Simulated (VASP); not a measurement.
A run of VASP 6.6.1:

The input INCAR:

```
SYSTEM = Re
ALGO = Normal
EDIFF = 1E-6
ENCUT = 500
GGA = PE
GGA_COMPAT = .FALSE.
ISIF = 2
ISMEAR = 0
LASPH = .TRUE.
LCHARG = .TRUE.
LELF = .TRUE.
LREAL = .FALSE.
LVHAR = .TRUE.
LWAVE = .FALSE.
NBANDS = 22
NELM = 120
PREC = Accurate
SIGMA = 0.1
```

Contents of KPOINTS:

```
k-points
0
G
  12 12 22
  0 0 0
```

POSCAR

```
Re
1.0
    4.4096034189      0.0000000000      0.0000000000
   -2.2048017095      3.8188285814      0.0000000000
    0.0000000000      0.0000000000      2.4544777095
Re
2
Direct
    0.3333333333      0.6666666667      0.0000000000
    0.6666666667      0.3333333333      0.0000000000
```

Potentials or basis: VASP PAW PBE potentials, release 64 (Re_sv_GW).

Command:

```sh
$ cat potpaw_PBE.64/Re_sv_GW/POTCAR > POTCAR
$ mpirun -np 1 vasp_std > vasp.out
```

Hardware: 1 thread of Intel(R) Xeon(R) Platinum 8259CL CPU @ 2.50GHz (Skylake/Cascade Lake) (shared host).

Task: Estimate the wall time of this run.

Result: Run time: 99 s on 1 thread of Intel(R) Xeon(R) Platinum 8259CL CPU @ 2.50GHz (Skylake/Cascade Lake) (shared host), peak memory 0.28 GiB. Counts: scf iterations 12, k points 228.
